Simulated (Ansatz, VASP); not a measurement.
**BaZrO3: VASP beside Ansatz**

Contents of INCAR:

```
ALGO = Normal
EDIFF = 1E-6
EDIFFG = -0.005
ENCUT = 600
GGA = PS
IBRION = 2
ISIF = 3
ISMEAR = 0
LASPH = True
LCHARG = False
LREAL = False
LWAVE = False
NELM = 100
NSW = 70
PREC = Accurate
SIGMA = 0.02
```

File KPOINTS:

```
k-points
0
Gamma
  6 6 6
```

POSCAR

```
BaZrO3
1.0
    4.2271626520      0.0000000000      0.0000000000
    0.0000000000      4.2271626520      0.0000000000
    0.0000000000      0.0000000000      4.2271626520
Ba Zr O
1 1 3
Direct
    0.0000000000      0.0000000000      0.0000000000
    0.5000000000      0.5000000000      0.5000000000
    0.0000000000      0.5000000000      0.5000000000
    0.5000000000      0.0000000000      0.5000000000
    0.5000000000      0.5000000000      0.0000000000
```

Input for Ansatz:

```yaml
crystal:
  lattice:
    - [4.227162652, 0.0, 0.0]
    - [0.0, 4.227162652, 0.0]
    - [0.0, 0.0, 4.227162652]
  atoms:
    - { symbol: Ba, position: [0.0, 0.0, 0.0] }
    - { symbol: Zr, position: [0.5, 0.5, 0.5] }
    - { symbol: O, position: [0.0, 0.5, 0.5] }
    - { symbol: O, position: [0.5, 0.0, 0.5] }
    - { symbol: O, position: [0.5, 0.5, 0.0] }
basis:
  ecutwfc: 420
kpoints:
  mp_grid: { grid: [6, 6, 6] }
hamiltonian:
  xc: pbesol
scf:
  occupations: { method: gaussian, width: 0.02 }
output:
  forces: true
  stress: true
  eigenvalues: true
relax:
  adjacent_minimum: "off"
  f_tol: 0.005
  max_steps: 50
  cell: { stress_tol: 0.05 }
```

Alike in both runs: task relaxation of cell and atoms; functional PBEsol; k mesh 6 × 6 × 6; occupations gaussian, width 0.02 eV; no spin polarisation.

|  | VASP | Ansatz |
| --- | --- | --- |
| version | VASP 6.6.1 | Ansatz 0.2.0 |
| potentials or method | VASP PAW PBE potentials, release 64 (Ba_sv, Zr_sv, O), cutoff 600 eV | scalar-relativistic, plane waves, PAW |
| valence electrons in the cell | 40 | 40 |

VASP gave:

```
gap on the k mesh at the Fermi level, each at its own relaxed structure (eV) : 3.11
relaxed volume (Å³/atom)                                                     : 14.71
relaxed cell length with the largest relative difference (Å)                 : 4.189
```

Question: Estimate Ansatz's values.

Answer: gap on the k mesh at the Fermi level, each at its own relaxed structure (eV): 3.17; relaxed volume (Å³/atom): 14.61; relaxed cell length with the largest relative difference (Å): 4.181.

VASP's potentials were made for PBE, not for PBEsol.

Spin-orbit coupling is off throughout.
